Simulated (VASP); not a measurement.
# Rb (Im-3m) in VASP: further runs

The runs below take Rb through single point, with r2SCAN.

Program: VASP 6.6.1. These are calculated values, not measurements. Logs are shortened: lines on timing, memory, paths and dates and some standing lists are left out, and cuts for length are marked.

**1. The cell of the first run**

It takes space group Im-3m (No. 229, cubic). Conventional cell: a = 5.735 Å, b = 5.735 Å, c = 5.735 Å, α = 90.00°, β = 90.00°, γ = 90.00°.

**2. Single point, r2SCAN**

Input file POSCAR:

```
Rb
1.0
   -2.8677202310      2.8677202310      2.8677202310
    2.8677202310     -2.8677202310      2.8677202310
    2.8677202310      2.8677202310     -2.8677202310
Rb
1
Direct
    0.0000000000      0.0000000000      0.0000000000
```

Input file INCAR.step1:

```
SYSTEM = Rb
PREC = Accurate
ENCUT = 520
ISMEAR = -1
SIGMA = 0.6
LREAL = .False.
LASPH = .True.
NELM = 60
NBANDS = 10
GGA = PE
ALGO = Normal
EDIFF = 1E-4
LWAVE = .True.
LCHARG = .False.
```

Input file INCAR.step2:

```
SYSTEM = Rb
PREC = Accurate
ENCUT = 520
EDIFF = 1E-7
ISMEAR = -1
SIGMA = 0.6
LREAL = .False.
LASPH = .True.
NELM = 60
ALGO = Normal
ISIF = 2
LWAVE = .False.
LCHARG = .False.
METAGGA = R2SCAN
LMIXTAU = .True.
NBANDS = 10
ISTART = 1
```

Input file KPOINTS:

```
Automatic mesh
0
Gamma
  8 8 8
  0 0 0
```

Potentials or basis: VASP PAW PBE potentials, release 64 (Rb_sv).

Command:

```
cat potpaw_PBE.64/Rb_sv/POTCAR > POTCAR
cp INCAR.step1 INCAR
mpirun -np 1 vasp_std > vasp.out
cp INCAR.step2 INCAR
mpirun -np 1 vasp_std > vasp.out
```

OUTCAR:

```text
SYSTEM = Rb
   PREC = Accurate
   ENCUT = 520
   EDIFF = 1E-7
   ISMEAR = -1
   LREAL = .False.
   LASPH = .True.
   NELM = 60
   ISIF = 2
   METAGGA = R2SCAN
   ISTART = 1

 ion  position               nearest neighbor table
   1  0.000  0.000  0.000-

  LATTYP: Found a body centered cubic cell.
 ALAT       =     5.7354404620

  Lattice vectors:

 A1 = (  -2.8677202310,   2.8677202310,   2.8677202310)
 A2 = (   2.8677202310,  -2.8677202310,   2.8677202310)
 A3 = (   2.8677202310,   2.8677202310,  -2.8677202310)

Analysis of symmetry for initial positions (statically):
=====================================================================
 Subroutine PRICEL returns:
 Original cell was already a primitive cell.

 Routine SETGRP: Setting up the symmetry group for a
 body centered cubic supercell.

 Subroutine GETGRP returns: Found 48 space group operations
 (whereof 48 operations were pure point group operations)
 out of a pool of 48 trial point group operations.

The static configuration has the point symmetry O_h .

Analysis of symmetry for dynamics (positions and initial velocities):
=====================================================================
 Subroutine PRICEL returns:
 Original cell was already a primitive cell.

 Routine SETGRP: Setting up the symmetry group for a
 body centered cubic supercell.

 Subroutine GETGRP returns: Found 48 space group operations
 (whereof 48 operations were pure point group operations)
 out of a pool of 48 trial point group operations.

The dynamic configuration has the point symmetry O_h .

 Subroutine INISYM returns: Found 48 space group operations
 (whereof 48 operations are pure point group operations),
 and found     1 'primitive' translations

----------------------------------------------------------------------------------------

                                     Primitive cell

  volume of cell :      94.3345

  direct lattice vectors                    reciprocal lattice vectors
    -2.867720231  2.867720231  2.867720231     0.000000000  0.174354525  0.174354525
     2.867720231 -2.867720231  2.867720231     0.174354525  0.000000000  0.174354525
     2.867720231  2.867720231 -2.867720231     0.174354525  0.174354525  0.000000000

  length of vectors
     4.967037142  4.967037142  4.967037142     0.246574535  0.246574535  0.246574535

  position of ions in fractional coordinates (direct lattice)
     0.000000000  0.000000000  0.000000000

  ion indices of the primitive-cell ions
   primitive index   ion index
                 1           1

----------------------------------------------------------------------------------------

 KPOINTS: Automatic mesh

Automatic generation of k-mesh.
 Grid dimensions read from file:
 generate k-points for:    8    8    8

 Generating k-lattice:

  Cartesian coordinates                     Fractional coordinates (reciprocal lattice)
     0.000000000  0.021794316  0.021794316     0.125000000  0.000000000  0.000000000
     0.021794316  0.000000000  0.021794316     0.000000000  0.125000000  0.000000000
     0.021794316  0.021794316  0.000000000     0.000000000  0.000000000  0.125000000

  Length of vectors
     0.030821817  0.030821817  0.030821817

  Shift w.r.t. Gamma in fractional coordinates (k-lattice)
     0.000000000  0.000000000  0.000000000

 Subroutine IBZKPT returns following result:
 ===========================================

 Found     29 irreducible k-points:

 Following reciprocal coordinates:
            Coordinates               Weight
  0.000000  0.000000  0.000000      1.000000
  0.125000  0.000000  0.000000     12.000000
  0.250000  0.000000  0.000000     12.000000
  0.375000  0.000000  0.000000     12.000000
  0.500000  0.000000  0.000000      6.000000
  0.125000  0.125000  0.000000     24.000000
[... 16 lines left out ...]
 -0.250000  0.250000  0.250000      6.000000
 -0.375000  0.375000  0.250000     24.000000
 [... further k-points ...]
   k-points           NKPTS =     29   k-points in BZ     NKDIM =     29   number of bands    NBANDS=     10
   number of dos      NEDOS =    301   number of ions     NIONS =      1
   total plane-waves  NPLWV =  64000
   dimension x,y,z NGX =    40 NGY =   40 NGZ =   40
   dimension x,y,z NGXF=    80 NGYF=   80 NGZF=   80
   ions per type =               1
   NGX,Y,Z   is equivalent  to a cutoff of  13.39, 13.39, 13.39 a.u.
   NGXF,Y,Z  is equivalent  to a cutoff of  26.78, 26.78, 26.78 a.u.
 SYSTEM =  Rb
   PREC   = accura    normal or accurate (medium, high low for compatibility)
   ISTART =      1    job   : 0-new  1-cont  2-samecut
   ICHARG =      0    charge: 1-file 2-atom 10-const
   ISPIN  =      1    spin polarized calculation?
   LNONCOLLINEAR =      F non collinear calculations
   LSORBIT =      F    spin-orbit coupling
   LASPH  =      T    aspherical Exc in radial PAW
   ENCUT  =  520.0 eV  38.22 Ry    6.18 a.u.   9.24  9.24  9.24*2*pi/ulx,y,z
   NELM   =     60;   NELMIN=  2; NELMDL=  0     # of ELM steps
   EDIFF  = 0.1E-06   stopping-criterion for ELM
   LREAL  =      F    real-space projection
   EDIFFG = 0.1E-05   stopping-criterion for IOM
   NSW    =      0    number of steps for IOM
   IBRION =     -1    ionic relax: 0-MD 1-quasi-New 2-CG
   NFREE  =      0    steps in history (QN), initial steepest desc. (CG)
   ISIF   =      2    stress and relaxation
   ISYM   =      2    0-nonsym 1-usesym 2-fastsym
   POTIM  = 0.5000    time-step for ionic-motion
   TEBEG  =    0.0;   TEEND  =   0.0 temperature during run
   PSTRESS=    0.0 pullay stress
   NELECT =       9.0000    total number of electrons
   NUPDOWN=      -1.0000    fix difference up-down
   EMIN   =  10.00;   EMAX   =-10.00  energy-range for DOS
   EFERMI =   0.00;   METHOD = LEGACY
   ISMEAR =    -1;   SIGMA  =   0.60  broadening in eV -4-tet -1-fermi 0-gaus
   EFERMI_NEDOS =   21; number of points for ismear=-14 and -15
   IALGO  =     38    algorithm
   IMIX   =      4    mixing-type and parameters
     AMIX     =   0.40;   BMIX     =  1.00
     AMIX_MAG =   1.60;   BMIX_MAG =  1.00
  volume/ion in A,a.u.               =      94.33       636.60
  Fermi-wavevector in a.u.,A,eV,Ry     =   0.748053  1.413615  7.613588  0.559583
  Thomas-Fermi vector in A             =   1.844251
   LORBIT       =      0    0 simple, 1 ext, 2 COOP (PROOUT), +10 PAW based schemes
   METAGGA = R2SCAN    functional components
   LHFCALC =     F    Hartree Fock is set to
   AEXX    =    0.0000 exact exchange contribution
   IVDW    =     0    specifies the selected vdW correction
   LEPSILON=     F    determine dielectric tensor
   LRPA    =     F    only Hartree local field effects (RPA)
 non-spin polarized calculation
  energy-cutoff  :      520.00
  volume of cell :       94.33
 maximum number of plane-waves:      2556
 NGX is ok and might be reduce to    40
   NGX = 19   NGY = 19   NGZ = 19

 number of electron       9.0000000 magnetization

 Free energy of the ion-electron system (eV)
  ---------------------------------------------------
  ext. energy  EPLUGINS =         0.00000000
  ---------------------------------------------------
  free energy    TOTEN  =       -14.41128823 eV

  energy without entropy =      -13.47270034  energy(sigma->0) =      -13.94199429

 E-fermi :  -0.2670     XC(G=0):  -5.6070

 val. band max:       -0.3219150618   @ k =  -0.3750   0.3750   0.1250
 cond. band min:      -0.1571301666   @ k =   0.2500   0.1250   0.1250
 fundamental gap:      0.1647848952
 Fermi energy:        -0.2669687085

 k-point     1 :       0.0000    0.0000    0.0000
  band No.  band energies     occupation
      1     -30.0929      2.00000
      2     -13.5900      2.00000
      3     -13.5900      2.00000
      4     -13.5900      2.00000
      5      -2.0256      1.89872
      6       4.0912      0.00140
      7       4.0912      0.00140
      8       4.0912      0.00140
      9       5.0153      0.00030
     10       5.0153      0.00030

 k-point     2 :       0.1250    0.0000    0.0000
  band No.  band energies     occupation
      1     -30.0923      2.00000
      2     -13.6027      2.00000
      3     -13.5940      2.00000
      4     -13.5900      2.00000
      5      -1.8377      1.86401
      6       3.6951      0.00271
      7       3.8154      0.00222
      8       4.2608      0.00106
      9       4.7399      0.00048
     10       4.9249      0.00035

 k-point     3 :       0.2500    0.0000    0.0000
  band No.  band energies     occupation
      1     -30.0910      2.00000
      2     -13.6329      2.00000
      3     -13.6037      2.00000
      4     -13.5901      2.00000
      5      -1.2981      1.69590
      6       2.6620      0.01506
      7       3.3422      0.00487
      8       4.7585      0.00046
      9       4.8487      0.00040
     10       4.8664      0.00038

 k-point     4 :       0.3750    0.0000    0.0000
  band No.  band energies     occupation
      1     -30.0897      2.00000
      2     -13.6625      2.00000
      3     -13.6134      2.00000
      4     -13.5902      2.00000
      5      -0.4792      1.17504
      6       1.5974      0.08562
      7       2.9968      0.00865
      8       4.8578      0.00039
      9       5.0400      0.00029
     10       5.5486      0.00012

 k-point     5 :       0.5000    0.0000    0.0000
  band No.  band energies     occupation
      1     -30.0892      2.00000
      2     -13.6747      2.00000
      3     -13.6174      2.00000
      4     -13.5903      2.00000
      5       0.3701      0.51394
      6       0.6926      0.33616
      7       2.8750      0.01058
      8       4.7142      0.00050
      9       5.3819      0.00016
     10       5.6894      0.00010

 k-point     6 :       0.1250    0.1250    0.0000
  band No.  band energies     occupation
      1     -30.0914      2.00000
      2     -13.6233      2.00000
      3     -13.5987      2.00000
      4     -13.5930      2.00000
      5      -1.4736      1.76389
      6       3.0754      0.00759
      7       3.3266      0.00500
      8       4.5584      0.00064
      9       4.5644      0.00064
     10       5.2001      0.00022
[... 183 lines left out ...]
 k-point    21 :      -0.3750   -0.3750    0.1250
  band No.  band energies     occupation
      1     -30.0881      2.00000
      2     -13.6509      2.00000
      3     -13.6509      2.00000
      4     -13.6063      2.00000
      5       1.1089      0.18338
      6       1.1089      0.18338
      7       1.7320      0.06901
      8       4.5894      0.00061
      9       4.5894      0.00061
     10       5.1700      0.00023

 k-point    22 :       0.2500    0.2500    0.2500
  band No.  band energies     occupation
      1     -30.0889      2.00000
      2     -13.6314      2.00000
      3     -13.6314      2.00000
      4     -13.6314      2.00000
      5       1.3342      0.12970
      6       1.3342      0.12970
      7       1.3342      0.12970
      8       3.1046      0.00723
      9       5.8083      0.00008
     10       5.8083      0.00008

 k-point    23 :      -0.2500    0.2500    0.2500
  band No.  band energies     occupation
      1     -30.0894      2.00000
      2     -13.6343      2.00000
      3     -13.6186      2.00000
      4     -13.6186      2.00000
      5      -0.6311      1.29443
      6       2.4712      0.02063
      7       3.3258      0.00501
      8       3.3258      0.00501
      9       4.8586      0.00039
     10       4.9790      0.00032

 k-point    24 :      -0.3750    0.3750    0.2500
  band No.  band energies     occupation
      1     -30.0882      2.00000
      2     -13.6526      2.00000
      3     -13.6291      2.00000
      4     -13.6209      2.00000
      5       0.1086      0.69684
      6       1.7782      0.06406
      7       3.1907      0.00627
      8       3.2185      0.00598
      9       4.3832      0.00086
     10       5.5778      0.00012

 [... further k-points ...]

------------------------ aborting loop because EDIFF is reached ----------------------------------------

  FORCE on cell =-STRESS in cart. coord.  units (eV):
  Direction    XX          YY          ZZ          XY          YZ          ZX
  --------------------------------------------------------------------------------------
  -------------------------------------------------------------------------------------
  Total        0.1487722      0.1487722      0.1487722     -0.0000000     -0.0000000      0.0000000
  in kB        2.5267486      2.5267486      2.5267486     -0.0000000     -0.0000000      0.0000000
  external PRESSURE =       2.5267486 kB  Pullay stress =       0.0000000 kB

 VOLUME and BASIS-vectors are now :
 -----------------------------------------------------------------------------
  energy-cutoff  :      520.00
  volume of cell :       94.33
      direct lattice vectors                 reciprocal lattice vectors
    -2.867720231  2.867720231  2.867720231     0.000000000  0.174354525  0.174354525
     2.867720231 -2.867720231  2.867720231     0.174354525  0.000000000  0.174354525
     2.867720231  2.867720231 -2.867720231     0.174354525  0.174354525  0.000000000

 POSITION                                       TOTAL-FORCE (eV/Angst)
 -----------------------------------------------------------------------------------
      0.00000      0.00000      0.00000        -0.000000      0.000000     -0.000000
 -----------------------------------------------------------------------------------
    total drift:                               -0.000000     -0.000000     -0.000000

  FREE ENERGIE OF THE ION-ELECTRON SYSTEM (eV)
  ---------------------------------------------------
  free  energy   TOTEN  =       -14.4112882326 eV

  energy  without entropy=      -13.4727003383  energy(sigma->0) =      -13.94199429
```

It took 68 s on 1 thread of Intel Xeon 6975P-C (Granite Rapids), shared host; peak memory 0.24 GiB.

Results:

```
Free energy            : -14.4113 eV
Pressure               : 0.3 GPa
Band gap on the k mesh : zero (an odd number of electrons rules out a gap without spin polarisation)
```

Caveat: so wide a smearing shifts energies and pressures; the PAW data sets were made with another functional, which shifts forces and pressure a little.

**3. Single point, r2SCAN**

POSCAR is that of step 2.

Input file INCAR.step1:

```
ALGO = Normal
EDIFF = 1E-4
ENCUT = 520
GGA = PE
ISMEAR = -1
LASPH = T
LCHARG = F
LREAL = F
LWAVE = T
NBANDS = 10
NELM = 80
PREC = Accurate
SIGMA = 1.0
```

Input file INCAR.step2:

```
ALGO = Normal
EDIFF = 1E-6
ENCUT = 520
ISIF = 2
ISMEAR = -1
ISTART = 1
LASPH = T
LCHARG = F
LMIXTAU = T
LREAL = F
LWAVE = F
METAGGA = R2SCAN
NBANDS = 10
NELM = 80
PREC = Accurate
SIGMA = 1.0
```

Input file KPOINTS:

```
k-points
0
Gamma
  8 8 8
```

Potentials or basis: VASP PAW PBE potentials, release 64 (Rb_sv).

Command:

```
cat potpaw_PBE.64/Rb_sv/POTCAR > POTCAR
cp INCAR.step1 INCAR
mpirun -np 1 vasp_std > vasp.out
cp INCAR.step2 INCAR
mpirun -np 1 vasp_std > vasp.out
```

It took 57 s on 1 thread of Intel Xeon 6975P-C (Granite Rapids), shared host; peak memory 0.25 GiB.

The run converged. Its results:

| Quantity | Value |
| --- | --- |
| Free energy | -15.1814 eV |
| Pressure | 0.5 GPa |
| Band gap on the k mesh | zero (an odd number of electrons rules out a gap without spin polarisation) |

Levels at points of the mesh, in eV from the Fermi level:
```tsv
k point	band 1	band 2	band 3	band 4	band 5	band 6	band 7	band 8
(0.00, 0.00, 0.00)	-29.35	-12.85	-12.85	-12.85	-1.26	4.77	4.77	4.77
(0.50, 0.00, 0.00)	-29.34	-12.93	-12.88	-12.85	1.10	1.44	3.57	5.38
(0.50, 0.50, 0.50)	-29.34	-12.91	-12.91	-12.91	2.03	2.03	4.17	4.17
```

Caveat: so wide a smearing shifts energies and pressures; the PAW data sets were made with another functional, which shifts forces and pressure a little.

The gap in the log of VASP goes by the Fermi energy; the results here count the filled bands.